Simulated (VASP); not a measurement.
# Cu (Fm-3m) in VASP: further runs

Runs on Cu. Level: PBEsol. Tasks: relaxation of cell and atoms.

All numbers are computed with VASP 6.6.1; they aren't measurements. Logs are shortened: lines on timing, memory, paths and dates and some standing lists are left out, and cuts for length are marked.

## (1) The cell of the first run

It takes space group Fm-3m (No. 225, cubic). The conventional cell has a = 3.620 Å, b = 3.620 Å, c = 3.620 Å, α = 90.00°, β = 90.00°, γ = 90.00°. Within 3.4 Å of Cu (site symmetry m-3m) lie 12 Cu at 2.56 Å.

## (2) Relaxation of cell and atoms, PBEsol, target pressure 10 GPa, at which the enthalpy is minimised

Contents of INCAR:

```
SYSTEM = Cu
PREC = Accurate
ENCUT = 600
EDIFF = 1E-7
ISMEAR = -1
SIGMA = 0.1
LREAL = .False.
LASPH = .True.
NELM = 120
ALGO = Normal
ISIF = 3
LWAVE = .False.
LCHARG = .False.
GGA = PS
IBRION = 2
NSW = 80
EDIFFG = -0.01
PSTRESS = 100.0
GGA_COMPAT = .False.
NELMIN = 4
```

Contents of KPOINTS:

```
Automatic mesh
0
Gamma
  21 21 21
  0 0 0
```

Contents of POSCAR:

```
Cu
1.0
    0.0000000000      1.8100000000      1.8100000000
    1.8100000000      0.0000000000      1.8100000000
    1.8100000000      1.8100000000      0.0000000000
Cu
1
Direct
    0.0000000000      0.0000000000      0.0000000000
```

Potentials or basis: VASP PAW PBE potentials, release 64 (Cu).

On the command line:

```sh
> cat potpaw_PBE.64/Cu/POTCAR > POTCAR
> mpirun -np 1 vasp_std > vasp.out
```

OUTCAR:

```text
SYSTEM = Cu
   PREC = Accurate
   ENCUT = 600
   EDIFF = 1E-7
   ISMEAR = -1
   LREAL = .False.
   LASPH = .True.
   NELM = 120
   ISIF = 3
   GGA = PS
   IBRION = 2
   NSW = 80
   EDIFFG = -0.01
   PSTRESS = 100.0
   NELMIN = 4

 ion  position               nearest neighbor table
   1  0.000  0.000  0.000-

  LATTYP: Found a face centered cubic cell.
 ALAT       =     3.6200000000

  Lattice vectors:

 A1 = (   0.0000000000,   1.8100000000,   1.8100000000)
 A2 = (   1.8100000000,   0.0000000000,   1.8100000000)
 A3 = (   1.8100000000,   1.8100000000,   0.0000000000)

Analysis of symmetry for initial positions (statically):
=====================================================================
 Subroutine PRICEL returns:
 Original cell was already a primitive cell.

 Routine SETGRP: Setting up the symmetry group for a
 face centered cubic supercell.

 Subroutine GETGRP returns: Found 48 space group operations
 (whereof 48 operations were pure point group operations)
 out of a pool of 48 trial point group operations.

The static configuration has the point symmetry O_h .

Analysis of symmetry for dynamics (positions and initial velocities):
=====================================================================
 Subroutine PRICEL returns:
 Original cell was already a primitive cell.

 Routine SETGRP: Setting up the symmetry group for a
 face centered cubic supercell.

 Subroutine GETGRP returns: Found 48 space group operations
 (whereof 48 operations were pure point group operations)
 out of a pool of 48 trial point group operations.

The dynamic configuration has the point symmetry O_h .

 Subroutine INISYM returns: Found 48 space group operations
 (whereof 48 operations are pure point group operations),
 and found     1 'primitive' translations

----------------------------------------------------------------------------------------

                                     Primitive cell

  volume of cell :      11.8595

  direct lattice vectors                    reciprocal lattice vectors
     0.000000000  1.810000000  1.810000000    -0.276243094  0.276243094  0.276243094
     1.810000000  0.000000000  1.810000000     0.276243094 -0.276243094  0.276243094
     1.810000000  1.810000000  0.000000000     0.276243094  0.276243094 -0.276243094

  length of vectors
     2.559726548  2.559726548  2.559726548     0.478467074  0.478467074  0.478467074

  position of ions in fractional coordinates (direct lattice)
     0.000000000  0.000000000  0.000000000

  ion indices of the primitive-cell ions
   primitive index   ion index
                 1           1

----------------------------------------------------------------------------------------

 KPOINTS: Automatic mesh

Automatic generation of k-mesh.
 Grid dimensions read from file:
 generate k-points for:   21   21   21

 Generating k-lattice:

  Cartesian coordinates                     Fractional coordinates (reciprocal lattice)
    -0.013154433  0.013154433  0.013154433     0.047619048  0.000000000  0.000000000
     0.013154433 -0.013154433  0.013154433     0.000000000  0.047619048  0.000000000
     0.013154433  0.013154433 -0.013154433     0.000000000  0.000000000  0.047619048

  Length of vectors
     0.022784146  0.022784146  0.022784146

  Shift w.r.t. Gamma in fractional coordinates (k-lattice)
     0.000000000  0.000000000  0.000000000

 Subroutine IBZKPT returns following result:
 ===========================================

 Found    286 irreducible k-points:

 Following reciprocal coordinates:
            Coordinates               Weight
  0.000000  0.000000  0.000000      1.000000
  0.047619  0.000000  0.000000      8.000000
  0.095238  0.000000  0.000000      8.000000
  0.142857  0.000000  0.000000      8.000000
  0.190476  0.000000  0.000000      8.000000
  0.238095  0.000000  0.000000      8.000000
[... 16 lines left out ...]
 -0.428571  0.047619  0.000000     24.000000
 -0.380952  0.047619  0.000000     24.000000
 [... further k-points ...]
   k-points           NKPTS =    286   k-points in BZ     NKDIM =    286   number of bands    NBANDS=      9
   number of dos      NEDOS =    301   number of ions     NIONS =      1
   total plane-waves  NPLWV =   8000
   dimension x,y,z NGX =    20 NGY =   20 NGZ =   20
   dimension x,y,z NGXF=    40 NGYF=   40 NGZF=   40
   ions per type =               1
   NGX,Y,Z   is equivalent  to a cutoff of  12.99, 12.99, 12.99 a.u.
   NGXF,Y,Z  is equivalent  to a cutoff of  25.98, 25.98, 25.98 a.u.
 SYSTEM =  Cu
   PREC   = accura    normal or accurate (medium, high low for compatibility)
   ISTART =      0    job   : 0-new  1-cont  2-samecut
   ICHARG =      2    charge: 1-file 2-atom 10-const
   ISPIN  =      1    spin polarized calculation?
   LNONCOLLINEAR =      F non collinear calculations
   LSORBIT =      F    spin-orbit coupling
   LASPH  =      T    aspherical Exc in radial PAW
   ENCUT  =  600.0 eV  44.10 Ry    6.64 a.u.   5.11  5.11  5.11*2*pi/ulx,y,z
   NELM   =    120;   NELMIN=  4; NELMDL= -5     # of ELM steps
   EDIFF  = 0.1E-06   stopping-criterion for ELM
   LREAL  =      F    real-space projection
   EDIFFG = -.1E-01   stopping-criterion for IOM
   NSW    =     80    number of steps for IOM
   IBRION =      2    ionic relax: 0-MD 1-quasi-New 2-CG
   NFREE  =      1    steps in history (QN), initial steepest desc. (CG)
   ISIF   =      3    stress and relaxation
   ISYM   =      2    0-nonsym 1-usesym 2-fastsym
   POTIM  = 0.5000    time-step for ionic-motion
   TEBEG  =    0.0;   TEEND  =   0.0 temperature during run
   PSTRESS=  100.0 pullay stress
   NELECT =      11.0000    total number of electrons
   NUPDOWN=      -1.0000    fix difference up-down
   EMIN   =  10.00;   EMAX   =-10.00  energy-range for DOS
   EFERMI =   0.00;   METHOD = LEGACY
   ISMEAR =    -1;   SIGMA  =   0.10  broadening in eV -4-tet -1-fermi 0-gaus
   EFERMI_NEDOS =   21; number of points for ismear=-14 and -15
   IALGO  =     38    algorithm
   IMIX   =      4    mixing-type and parameters
     AMIX     =   0.40;   BMIX     =  1.00
     AMIX_MAG =   1.60;   BMIX_MAG =  1.00
  volume/ion in A,a.u.               =      11.86        80.03
  Fermi-wavevector in a.u.,A,eV,Ry     =   1.596555  3.017051 34.681075  2.548987
  Thomas-Fermi vector in A             =   2.694299
   LORBIT       =      0    0 simple, 1 ext, 2 COOP (PROOUT), +10 PAW based schemes
   GGA     = PS    functional components
   LHFCALC =     F    Hartree Fock is set to
   AEXX    =    0.0000 exact exchange contribution
   IVDW    =     0    specifies the selected vdW correction
   LEPSILON=     F    determine dielectric tensor
   LRPA    =     F    only Hartree local field effects (RPA)
 conjugate gradient relaxation of ions
 non-spin polarized calculation
  energy-cutoff  :      600.00
  volume of cell :       11.86
 maximum number of plane-waves:       411
   NGX = 11   NGY = 11   NGZ = 11

--------------------------------------- Ionic step        1  -------------------------------------------

 number of electron      11.0000000 magnetization

 Free energy of the ion-electron system (eV)
  ---------------------------------------------------
  ext. energy  EPLUGINS =         0.00000000
  ---------------------------------------------------
  free energy    TOTEN  =        -4.30286438 eV

  energy without entropy =       -4.29187911  energy(sigma->0) =       -4.29737174

------------------------ aborting loop because EDIFF is reached ----------------------------------------

  FORCE on cell =-STRESS in cart. coord.  units (eV):
  Direction    XX          YY          ZZ          XY          YZ          ZX
  --------------------------------------------------------------------------------------
  -------------------------------------------------------------------------------------
  Total       -0.4652711     -0.4652711     -0.4652711      0.0000000      0.0000000     -0.0000000
  in kB      -62.8566109    -62.8566109    -62.8566109      0.0000000      0.0000000     -0.0000000
  external PRESSURE =    -162.8566109 kB  Pullay stress =     100.0000000 kB

 VOLUME and BASIS-vectors are now :
 -----------------------------------------------------------------------------
  energy-cutoff  :      600.00
  volume of cell :       11.86
      direct lattice vectors                 reciprocal lattice vectors
     0.000000000  1.810000000  1.810000000    -0.276243094  0.276243094  0.276243094
     1.810000000  0.000000000  1.810000000     0.276243094 -0.276243094  0.276243094
     1.810000000  1.810000000  0.000000000     0.276243094  0.276243094 -0.276243094
[... 81 lines left out ...]
  FREE ENERGIE OF THE ION-ELECTRON SYSTEM (eV)
  ---------------------------------------------------
  free  energy   TOTEN  =        -4.2964134265 eV

  energy  without entropy=       -4.2863106744  energy(sigma->0) =       -4.29136205

  enthalpy is  TOTEN    =        -3.6231937454 eV   P V=        0.6732196811

--------------------------------------- Ionic step        4  -------------------------------------------

 number of electron      10.9999992 magnetization

 Free energy of the ion-electron system (eV)
  ---------------------------------------------------
  ext. energy  EPLUGINS =         0.00000000
  ---------------------------------------------------
  free energy    TOTEN  =        -4.29512314 eV

  energy without entropy =       -4.28503880  energy(sigma->0) =       -4.29008097

 E-fermi :   8.6435     XC(G=0): -13.4585

 val. band max:        8.5797054030   @ k =   0.4762   0.2857   0.0476
 cond. band min:       8.6727446258   @ k =  -0.3333   0.1905   0.0000
 fundamental gap:      0.0930392228
 Fermi energy:         8.6434987170

 k-point     1 :       0.0000    0.0000    0.0000
  band No.  band energies     occupation
      1      -1.5182      2.00000
      2       5.2695      2.00000
      3       5.2695      2.00000
      4       5.2695      2.00000
      5       6.2294      2.00000
      6       6.2294      2.00000
      7      31.9214      0.00000
      8      35.2686      0.00000
      9      35.2686      0.00000

 k-point     2 :       0.0476    0.0000    0.0000
  band No.  band energies     occupation
      1      -1.4297      2.00000
      2       5.2485      2.00000
      3       5.2877      2.00000
      4       5.2877      2.00000
      5       6.2218      2.00000
      6       6.2218      2.00000
      7      31.5574      0.00000
      8      33.9751      0.00000
      9      34.9850      0.00000
[... 253 lines left out ...]
 k-point    24 :      -0.3810    0.0476    0.0000
  band No.  band energies     occupation
      1       2.7310      2.00000
      2       5.2644      2.00000
      3       5.3104      2.00000
      4       5.8016      2.00000
      5       6.6869      2.00000
      6       7.0439      2.00000
      7      15.2216      0.00000
      8      29.5128      0.00000
      9      31.5751      0.00000

 [... further k-points ...]

------------------------ aborting loop because EDIFF is reached ----------------------------------------

  FORCE on cell =-STRESS in cart. coord.  units (eV):
  Direction    XX          YY          ZZ          XY          YZ          ZX
  --------------------------------------------------------------------------------------
  -------------------------------------------------------------------------------------
  Total        0.6809975      0.6809975      0.6809975      0.0000000     -0.0000000      0.0000000
  in kB      101.3505488    101.3505488    101.3505488      0.0000000     -0.0000000      0.0000000
  external PRESSURE =       1.3505488 kB  Pullay stress =     100.0000000 kB

 VOLUME and BASIS-vectors are now :
 -----------------------------------------------------------------------------
  energy-cutoff  :      600.00
  volume of cell :       10.77
      direct lattice vectors                 reciprocal lattice vectors
     0.000000000  1.752534850  1.752534850    -0.285301031  0.285301031  0.285301031
     1.752534850  0.000000000  1.752534850     0.285301031 -0.285301031  0.285301031
     1.752534850  1.752534850  0.000000000     0.285301031  0.285301031 -0.285301031

 POSITION                                       TOTAL-FORCE (eV/Angst)
 -----------------------------------------------------------------------------------
      0.00000      1.75253      1.75253         0.000000      0.000000     -0.000000
 -----------------------------------------------------------------------------------
    total drift:                               -0.000000     -0.000000     -0.000000

  FREE ENERGIE OF THE ION-ELECTRON SYSTEM (eV)
  ---------------------------------------------------
  free  energy   TOTEN  =        -4.2951231380 eV

  energy  without entropy=       -4.2850388032  energy(sigma->0) =       -4.29008097

  enthalpy is  TOTEN    =        -3.6232003009 eV   P V=        0.6719228371

 reached required accuracy - stopping structural energy minimisation
```

Wall time 83 s (1 thread of Intel Xeon Platinum 8488C (Sapphire Rapids), shared host); peak memory 0.16 GiB.

What came out:

| Property | Result |
| --- | --- |
| Free energy | -4.2951 eV |
| Relaxed volume | 10.77 Å³/atom |
| Relaxed cell | a = 2.478 Å, b = 2.478 Å, c = 2.478 Å, α = 60.00°, β = 60.00°, γ = 60.00° |
| Space group after relaxing (to 0.1 Å) | Fm-3m (No. 225) |
| Energy change on relaxing (the run minimises the enthalpy) | +7.7 meV/atom |
| Ionic steps | 4 |
| Pressure after relaxing | 10.1 GPa |
| Band gap on the k mesh | zero (an odd number of electrons rules out a gap without spin polarisation) |

The path:
| step | energy change (eV) | largest force (eV/Å) | pressure (GPa) | volume (Å³) |
| --- | --- | --- | --- | --- |
| 1 | 0.0000 | 0.0000 | -6.29 | 11.86 |
| 2 | 0.1152 | 0.0000 | 31.69 | 9.91 |
| 3 | 0.0065 | 0.0000 | 9.74 | 10.79 |
| 4 | 0.0077 | 0.0000 | 10.14 | 10.77 |

Final structure:
```yaml
crystal:
  lattice:
    - [0.00000, 1.75253, 1.75253]
    - [1.75253, 0.00000, 1.75253]
    - [1.75253, 1.75253, 0.00000]
  atoms:
    - { symbol: Cu, position: [0.00000, 0.00000, 0.00000] }
```

Caveat: the cell is relaxed towards a set pressure, so the run minimises the enthalpy, not the energy; the PAW data sets were made with another functional, which shifts forces and pressure a little.

## (3) Relaxation of cell and atoms, PBEsol, target pressure 20 GPa, at which the enthalpy is minimised

Contents of INCAR:

```
SYSTEM = Cu
PREC     = Accurate       ! precision mode
ENCUT    = 600            ! plane-wave cutoff, eV
EDIFF    = 1E-7           ! SCF threshold, eV
ISMEAR   = -1             ! smearing method
SIGMA    = 0.1            ! smearing width, eV
LREAL    = .False.        ! projectors in reciprocal space
LASPH    = .True.         ! aspherical terms in the spheres
NELM     = 120            ! most SCF steps
ALGO     = Normal         ! electronic algorithm
ISIF     = 3              ! what is computed and relaxed
LWAVE    = .False.        ! write WAVECAR
LCHARG   = .False.        ! write CHGCAR
GGA      = PS             ! functional
IBRION   = 2              ! ionic algorithm
NSW      = 80             ! ionic steps
EDIFFG   = -0.01          ! ionic threshold
PSTRESS  = 200.0        
GGA_COMPAT= .False.      
NELMIN   = 4
```

KPOINTS is that of step 2.

POSCAR is that of step 2.

Potentials or basis: VASP PAW PBE potentials, release 64 (Cu).

On the command line:

```sh
> cat potpaw_PBE.64/Cu/POTCAR > POTCAR
> mpirun -np 1 vasp_std > vasp.out
```

Wall time 2.7 min (1 thread of Intel Xeon Platinum 8488C (Sapphire Rapids), shared host); peak memory 0.17 GiB.

It converged, with:

```
Free energy                                                : -4.2541 eV
Relaxed volume                                             : 10.32 Å³/atom
Relaxed cell                                               : a = 2.444 Å, b = 2.444 Å, c = 2.444 Å, α = 60.00°, β = 60.00°, γ = 60.00°
Space group after relaxing (to 0.1 Å)                      : Fm-3m (No. 225)
Energy change on relaxing (the run minimises the enthalpy) : +48.8 meV/atom
Ionic steps                                                : 7
Pressure after relaxing                                    : 20.0 GPa
Band gap on the k mesh                                     : zero (an odd number of electrons rules out a gap without spin polarisation)
```

Step by step:
```
step  energy change (eV)  largest force (eV/Å)  pressure (GPa)  volume (Å³)
   1              0.0000                0.0000           -6.29        11.86
   2              0.4715                0.0000           78.19         8.82
   3              0.0428                0.0000           18.80        10.37
   4              0.0474                0.0000           19.75        10.33
   5              0.0511                0.0000           20.48        10.31
   6              0.0459                0.0000           19.44        10.35
   7              0.0488                0.0000           20.02        10.32
```

Final structure:
```yaml
crystal:
  lattice:
    - [0.00000, 1.72824, 1.72824]
    - [1.72824, 0.00000, 1.72824]
    - [1.72824, 1.72824, 0.00000]
  atoms:
    - { symbol: Cu, position: [0.00000, 0.00000, 0.00000] }
```

Levels at points of the mesh, in eV from the Fermi level:
```tsv
k point	band 2	band 3	band 4	band 5	band 6	band 7	band 8	band 9
(0.00, 0.00, 0.00)	-3.54	-3.54	-3.54	-2.51	-2.51	23.59	27.28	27.28
```

Caveat: the cell is relaxed towards a set pressure, so the run minimises the enthalpy, not the energy; the PAW data sets were made with another functional, which shifts forces and pressure a little.
